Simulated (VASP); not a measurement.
# ZnCu (R-3m) in VASP: further runs, part 2 of 3

VASP 6.6.1. The steps go on from the part before.

## 4. Electric field gradients, PBEsol (equal xy, yz and zx shear strains of -1 %)

INCAR

```
SYSTEM = ZnCu
ALGO     = Normal         ! electronic algorithm
EDIFF    = 1E-8           ! SCF threshold, eV
ENCUT    = 520            ! plane-wave cutoff, eV
GGA      = PS             ! functional
ISIF     = 2              ! what is computed and relaxed
ISMEAR   = -1             ! smearing method
LASPH    = .TRUE.         ! aspherical terms in the spheres
LCHARG   = .FALSE.        ! write CHGCAR
LEFG     = .TRUE.       
LREAL    = .FALSE.        ! projectors in reciprocal space
LWAVE    = .FALSE.        ! write WAVECAR
NBANDS   = 18             ! bands
NELM     = 80             ! most SCF steps
PREC     = Accurate       ! precision mode
SIGMA    = 0.05           ! smearing width, eV
```

KPOINTS

```
k-points
0
G
  14 14 14
  0 0 0
```

POSCAR

```
ZnCu
1.0
    2.9450000000     -0.0147250000     -0.0147250000
   -0.0147250000      2.9450000000     -0.0147250000
   -0.0147250000     -0.0147250000      2.9450000000
Zn Cu
1 1
Direct
    0.5000000000      0.5000000000      0.5000000000
    0.0000000000      0.0000000000      0.0000000000
```

Potentials or basis: VASP PAW PBE potentials, release 64 (Zn, Cu).

On the command line:

```console
> cat potpaw_PBE.64/Zn/POTCAR potpaw_PBE.64/Cu/POTCAR > POTCAR
> mpirun -np 1 vasp_std > vasp.out
```

OUTCAR:

```text
SYSTEM = ZnCu
   EDIFF = 1E-8
   ENCUT = 520
   GGA = PS
   ISIF = 2
   ISMEAR = -1
   LASPH = .TRUE.
   LREAL = .FALSE.
   NELM = 80
   PREC = Accurate

 ion  position               nearest neighbor table
   1  0.500  0.500  0.500-   2 2.52   2 2.52   2 2.56   2 2.56   2 2.56   2 2.56   2 2.56   2 2.56

   2  0.000  0.000  0.000-   1 2.52   1 2.52   1 2.56   1 2.56   1 2.56   1 2.56   1 2.56   1 2.56

  LATTYP: Found a trigonal (rhomboedric) cell.
 ALAT       =     2.9450736241
 COS(alpha) =    -0.0099745013

[... 720 lines left out ...]
  ---------------------------------------------------
  free  energy   TOTEN  =        -6.0872538165 eV

  energy  without entropy=       -6.0843031515  energy(sigma->0) =       -6.08577848

 Electric field gradients (V/A^2)
---------------------------------------------------------------------
 ion       V_xx      V_yy      V_zz      V_xy      V_xz      V_yz
---------------------------------------------------------------------
   1      -0.000     0.000    -0.000    -2.081    -2.081    -2.081
   2       0.000    -0.000    -0.000    -1.459    -1.459    -1.459
---------------------------------------------------------------------

 Electric field gradients after diagonalization (V/A^2)
 (convention: |V_zz| > |V_xx| > |V_yy|)
----------------------------------------------------------------------
 ion       V_xx      V_yy      V_zz     asymmetry (V_yy - V_xx)/ V_zz
----------------------------------------------------------------------
   1       2.081     2.081    -4.162       0.000
   2       1.459     1.459    -2.918       0.000
----------------------------------------------------------------------

           NMR quadrupolar parameters

 Cq : quadrupolar parameter    Cq=e*Q*V_zz/h
 eta: asymmetry parameters     (V_yy - V_xx)/ V_zz
 Q  : nuclear electric quadrupole moment in mb (millibarn)
----------------------------------------------------------------------
 ion       Cq(MHz)       eta       Q (mb)
----------------------------------------------------------------------
   1      -0.010       0.000       1.000
   2      -0.007       0.000       1.000
----------------------------------------------------------------------
```

stdout:

```text
POSCAR found type information on POSCAR ZnCu
 POSCAR found :  2 types and       2 ions
 scaLAPACK will be used
 -----------------------------------------------------------------------------
|                                                                             |
|                                                                             |
|     You enforced a specific xc type in the INCAR file but a different       |
|     I HOPE YOU KNOW WHAT YOU ARE DOING!                                     |
|                                                                             |
 -----------------------------------------------------------------------------

 LDA part: xc-table for (Slater+PW92), standard interpolation
 POSCAR, INCAR and KPOINTS ok, starting setup
 FFT: planning ... GRIDC
 FFT: planning ... GRID_SOFT
 FFT: planning ... GRID
 WAVECAR not read
 entering main loop
ion   1

ion   2
```

It took 37 s on 1 thread of Intel Xeon 6975P-C (Granite Rapids), shared host; peak memory 0.25 GiB.

What came out:

```
Free energy                             : -6.0873 eV
Pressure                                : -4.0 GPa
Band gap on the k mesh                  : zero (an odd number of electrons rules out a gap without spin polarisation)
Largest electric field gradient by atom : Zn -4.2; Cu -2.9 V/Å²
```

Stress tensor (GPa, compression positive):
```
-4.04  1.01  1.01
 1.01 -4.04  1.01
 1.01  1.01 -4.04
```

Levels at points of the mesh, in eV from the Fermi level:
```
           k point  band 7  band 8  band 9  band 10  band 11  band 12  band 13  band 14  band 15  band 16
(0.00, 0.00, 0.00)   -3.57   -3.57   -2.73    -2.73    -2.73     6.12     6.23     6.23    11.26    11.26
(0.50, 0.00, 0.00)   -5.16   -3.69   -3.30    -3.27    -2.81    -2.01    11.66    11.68    12.27    12.30
(0.50, 0.50, 0.00)   -3.37   -2.88   -2.88    -2.49    -1.98    -1.85     1.72     2.12    13.85    15.40
(0.50, 0.50, 0.50)   -4.30   -4.29   -2.47    -2.47     3.76     4.25     4.25     4.44     4.44     4.52
```

Electric field gradients, principal values (V/Å²):
```csv
atom,least,middle,greatest (by size)
1 Zn,2.081,2.081,-4.162
2 Cu,1.459,1.459,-2.918
```

Caveat: the cell differs from its parent crystal (equal xy, yz and zx shear strains of -1 %); the cell stands under tension; without QUAD_EFG the Cq values of the log hold for a quadrupole moment of 1 mb, not for the nuclei; the PAW data sets were made with another functional, which shifts forces and pressure a little.

## 5. Electric field gradients, PBEsol (equal xy, yz and zx shear strains of +1 %)

INCAR

```
SYSTEM = ZnCu
PREC = Accurate
ENCUT = 520
EDIFF = 1E-8
ISMEAR = -1
SIGMA = 0.05
LREAL = .FALSE.
LASPH = .TRUE.
NELM = 60
ALGO = Normal
ISIF = 2
LWAVE = .FALSE.
LCHARG = .FALSE.
GGA = PS
LEFG = .TRUE.
NBANDS = 18
```

KPOINTS

```
regular mesh
0
G
  14 14 14
  0 0 0
```

POSCAR

```
ZnCu
1.0
    2.9450000000      0.0147250000      0.0147250000
    0.0147250000      2.9450000000      0.0147250000
    0.0147250000      0.0147250000      2.9450000000
Zn Cu
1 1
Direct
    0.5000000000      0.5000000000      0.5000000000
    0.0000000000      0.0000000000      0.0000000000
```

Potentials or basis: VASP PAW PBE potentials, release 64 (Zn, Cu).

On the command line:

```console
> cat potpaw_PBE.64/Zn/POTCAR potpaw_PBE.64/Cu/POTCAR > POTCAR
> mpirun -np 1 vasp_std > vasp.out
```

OUTCAR:

```text
SYSTEM = ZnCu
   PREC = Accurate
   ENCUT = 520
   EDIFF = 1E-8
   ISMEAR = -1
   LREAL = .FALSE.
   LASPH = .TRUE.
   NELM = 60
   ISIF = 2
   GGA = PS

 ion  position               nearest neighbor table
   1  0.500  0.500  0.500-   2 2.54   2 2.54   2 2.54   2 2.54   2 2.54   2 2.54   2 2.58   2 2.58

   2  0.000  0.000  0.000-   1 2.54   1 2.54   1 2.54   1 2.54   1 2.54   1 2.54   1 2.58   1 2.58

  LATTYP: Found a trigonal (rhomboedric) cell.
 ALAT       =     2.9450736241
 COS(alpha) =     0.0100244988

  Lattice vectors:

 A1 = (   2.9450000000,   0.0147250000,   0.0147250000)
 A2 = (   0.0147250000,   2.9450000000,   0.0147250000)
 A3 = (   0.0147250000,   0.0147250000,   2.9450000000)

Analysis of symmetry for initial positions (statically):
=====================================================================
 Subroutine PRICEL returns:
 Original cell was already a primitive cell.

 Routine SETGRP: Setting up the symmetry group for a
 trigonal (rhombohedral) supercell.

 Subroutine GETGRP returns: Found 12 space group operations
 (whereof 12 operations were pure point group operations)
 out of a pool of 12 trial point group operations.

The static configuration has the point symmetry D_3d.

Analysis of symmetry for dynamics (positions and initial velocities):
=====================================================================
 Subroutine PRICEL returns:
 Original cell was already a primitive cell.

 Routine SETGRP: Setting up the symmetry group for a
 trigonal (rhombohedral) supercell.

 Subroutine GETGRP returns: Found 12 space group operations
 (whereof 12 operations were pure point group operations)
 out of a pool of 12 trial point group operations.

The dynamic configuration has the point symmetry D_3d.

 Subroutine INISYM returns: Found 12 space group operations
 (whereof 12 operations are pure point group operations),
 and found     1 'primitive' translations

----------------------------------------------------------------------------------------

                                     Primitive cell

  volume of cell :      25.5401

  direct lattice vectors                    reciprocal lattice vectors
     2.945000000  0.014725000  0.014725000     0.339575468 -0.001689430 -0.001689430
     0.014725000  2.945000000  0.014725000    -0.001689430  0.339575468 -0.001689430
     0.014725000  0.014725000  2.945000000    -0.001689430 -0.001689430  0.339575468

  length of vectors
     2.945073624  2.945073624  2.945073624     0.339583873  0.339583873  0.339583873

  position of ions in fractional coordinates (direct lattice)
     0.500000000  0.500000000  0.500000000
     0.000000000  0.000000000  0.000000000

  ion indices of the primitive-cell ions
   primitive index   ion index
                 1           1
                 2           2

[... 76 lines left out ...]
   NFREE  =      0    steps in history (QN), initial steepest desc. (CG)
   ISIF   =      2    stress and relaxation
   ISYM   =      2    0-nonsym 1-usesym 2-fastsym
   POTIM  = 0.5000    time-step for ionic-motion
   TEBEG  =    0.0;   TEEND  =   0.0 temperature during run
   PSTRESS=    0.0 pullay stress
   NELECT =      23.0000    total number of electrons
   NUPDOWN=      -1.0000    fix difference up-down
   EMIN   =  10.00;   EMAX   =-10.00  energy-range for DOS
   EFERMI =   0.00;   METHOD = LEGACY
   ISMEAR =    -1;   SIGMA  =   0.05  broadening in eV -4-tet -1-fermi 0-gaus
   EFERMI_NEDOS =   21; number of points for ismear=-14 and -15
   IALGO  =     38    algorithm
   IMIX   =      4    mixing-type and parameters
     AMIX     =   0.40;   BMIX     =  1.00
     AMIX_MAG =   1.60;   BMIX_MAG =  1.00
  volume/ion in A,a.u.               =      12.77        86.18
  Fermi-wavevector in a.u.,A,eV,Ry     =   1.580919  2.987504 34.005109  2.499305
  Thomas-Fermi vector in A             =   2.681073
   LORBIT       =      0    0 simple, 1 ext, 2 COOP (PROOUT), +10 PAW based schemes
   GGA     = PS    functional components
   LHFCALC =     F    Hartree Fock is set to
   AEXX    =    0.0000 exact exchange contribution
   IVDW    =     0    specifies the selected vdW correction
   LEPSILON=     F    determine dielectric tensor
   LRPA    =     F    only Hartree local field effects (RPA)
 non-spin polarized calculation
  energy-cutoff  :      520.00
  volume of cell :       25.54
 maximum number of plane-waves:       715
 NGX is ok and might be reduce to    24
   NGX = 11   NGY = 11   NGZ = 11

 number of electron      23.0000003 magnetization

 Free energy of the ion-electron system (eV)
  ---------------------------------------------------
  ext. energy  EPLUGINS =         0.00000000
  ---------------------------------------------------
  free energy    TOTEN  =        -6.08744643 eV

  energy without entropy =       -6.08455559  energy(sigma->0) =       -6.08600101

 E-fermi :   5.3658     XC(G=0): -12.5659

 val. band max:        5.3567567791   @ k =  -0.4286   0.2857   0.2857
 cond. band min:       5.3793385159   @ k =  -0.3571   0.4286   0.2143
 fundamental gap:      0.0225817369
 Fermi energy:         5.3658072710

 k-point     1 :       0.0000    0.0000    0.0000
  band No.  band energies     occupation
      1      -5.0025      2.00000
      2      -2.4564      2.00000
      3      -2.4564      2.00000
      4      -1.7674      2.00000
      5      -1.7674      2.00000
      6      -1.7409      2.00000
[... 481 lines left out ...]
      5      -1.8200      2.00000
      6      -1.7510      2.00000
[... 10 lines left out ...]
     17      21.1371      0.00000
     18      22.5682      0.00000

 [... further k-points ...]

------------------------ aborting loop because EDIFF is reached ----------------------------------------

  FORCE on cell =-STRESS in cart. coord.  units (eV):
  Direction    XX          YY          ZZ          XY          YZ          ZX
  --------------------------------------------------------------------------------------
  -------------------------------------------------------------------------------------
  Total       -0.6439840     -0.6439840     -0.6439840     -0.1432092     -0.1432092     -0.1432092
  in kB      -40.3982177    -40.3982177    -40.3982177     -8.9837604     -8.9837604     -8.9837604
  external PRESSURE =     -40.3982177 kB  Pullay stress =       0.0000000 kB

 VOLUME and BASIS-vectors are now :
 -----------------------------------------------------------------------------
  energy-cutoff  :      520.00
  volume of cell :       25.54
      direct lattice vectors                 reciprocal lattice vectors
     2.945000000  0.014725000  0.014725000     0.339575468 -0.001689430 -0.001689430
     0.014725000  2.945000000  0.014725000    -0.001689430  0.339575468 -0.001689430
     0.014725000  0.014725000  2.945000000    -0.001689430 -0.001689430  0.339575468

 POSITION                                       TOTAL-FORCE (eV/Angst)
 -----------------------------------------------------------------------------------
      1.48722      1.48722      1.48723         0.000000     -0.000000      0.000000
      0.00000      0.00000      0.00000        -0.000000      0.000000     -0.000000
 -----------------------------------------------------------------------------------
    total drift:                                0.000000      0.000000     -0.000000

  FREE ENERGIE OF THE ION-ELECTRON SYSTEM (eV)
  ---------------------------------------------------
  free  energy   TOTEN  =        -6.0874464309 eV

  energy  without entropy=       -6.0845555942  energy(sigma->0) =       -6.08600101

 Electric field gradients (V/A^2)
---------------------------------------------------------------------
 ion       V_xx      V_yy      V_zz      V_xy      V_xz      V_yz
---------------------------------------------------------------------
   1      -0.000    -0.000    -0.000     1.901     1.901     1.901
   2       0.000    -0.000     0.000     1.260     1.260     1.260
---------------------------------------------------------------------

 Electric field gradients after diagonalization (V/A^2)
 (convention: |V_zz| > |V_xx| > |V_yy|)
----------------------------------------------------------------------
 ion       V_xx      V_yy      V_zz     asymmetry (V_yy - V_xx)/ V_zz
----------------------------------------------------------------------
   1      -1.901    -1.901     3.802       0.000
   2      -1.260    -1.260     2.520       0.000
----------------------------------------------------------------------

           NMR quadrupolar parameters

 Cq : quadrupolar parameter    Cq=e*Q*V_zz/h
 eta: asymmetry parameters     (V_yy - V_xx)/ V_zz
 Q  : nuclear electric quadrupole moment in mb (millibarn)
----------------------------------------------------------------------
 ion       Cq(MHz)       eta       Q (mb)
----------------------------------------------------------------------
   1       0.009       0.000       1.000
   2       0.006       0.000       1.000
----------------------------------------------------------------------
```

OSZICAR:

```text
N       E                     dE             d eps       ncg     rms          rms(c)
DAV:   1     0.114784228563E+03    0.11478E+03   -0.11319E+04 11152   0.211E+03
DAV:   2    -0.258013125930E+01   -0.11736E+03   -0.11262E+03 10416   0.301E+02
DAV:   3    -0.736186302791E+01   -0.47817E+01   -0.47433E+01 11646   0.759E+01
DAV:   4    -0.740051947523E+01   -0.38656E-01   -0.38644E-01 11930   0.633E+00
DAV:   5    -0.740104283583E+01   -0.52336E-03   -0.52335E-03 11618   0.754E-01    0.103E+01
DAV:   6    -0.724666463121E+01    0.15438E+00   -0.17842E+01 11038   0.101E+02    0.668E+00
DAV:   7    -0.609799051688E+01    0.11487E+01   -0.37576E+00 11180   0.105E+02    0.221E+00
DAV:   8    -0.609713936226E+01    0.85115E-03   -0.18199E-01 14092   0.581E+00    0.124E+00
DAV:   9    -0.608750777653E+01    0.96316E-02   -0.10935E-02 12524   0.221E+00    0.775E-02
DAV:  10    -0.608745698971E+01    0.50787E-04   -0.84625E-04 15724   0.657E-01    0.480E-02
DAV:  11    -0.608744744728E+01    0.95424E-05   -0.10556E-04 12692   0.293E-01    0.108E-02
DAV:  12    -0.608744655952E+01    0.88777E-06   -0.76136E-06 13394   0.560E-02    0.100E-03
DAV:  13    -0.608744643662E+01    0.12290E-06   -0.23501E-07 10830   0.543E-03    0.984E-04
DAV:  14    -0.608744645328E+01   -0.16664E-07   -0.20451E-08  7560   0.368E-03    0.207E-04
DAV:  15    -0.608744642942E+01    0.23868E-07   -0.46882E-09  5648   0.882E-04    0.113E-04
DAV:  16    -0.608744643088E+01   -0.14666E-08   -0.70082E-10  5520   0.506E-04
   1 F= -.60874464E+01 E0= -.60860010E+01  d E =-.289084E-02
```

It took 38 s on 1 thread of Intel Xeon 6975P-C (Granite Rapids), shared host; peak memory 0.25 GiB.

Results:

```yaml
Free_energy: -6.0874 eV
Pressure: -4.0 GPa
Band_gap_on_the_k_mesh: zero (an odd number of electrons rules out a gap without spin polarisation)
Largest_electric_field_gradient_by_atom: Zn +3.8; Cu +2.5 V/Å²
```

Electric field gradients, principal values (V/Å²):
| atom | least | middle | greatest (by size) |
| --- | --- | --- | --- |
| 1 Zn | -1.901 | -1.901 | 3.802 |
| 2 Cu | -1.260 | -1.260 | 2.520 |

Caveat: the cell differs from its parent crystal (equal xy, yz and zx shear strains of +1 %); the cell stands under tension; without QUAD_EFG the Cq values of the log hold for a quadrupole moment of 1 mb, not for the nuclei; the PAW data sets were made with another functional, which shifts forces and pressure a little.

(Part 2 of 3 ends here.)
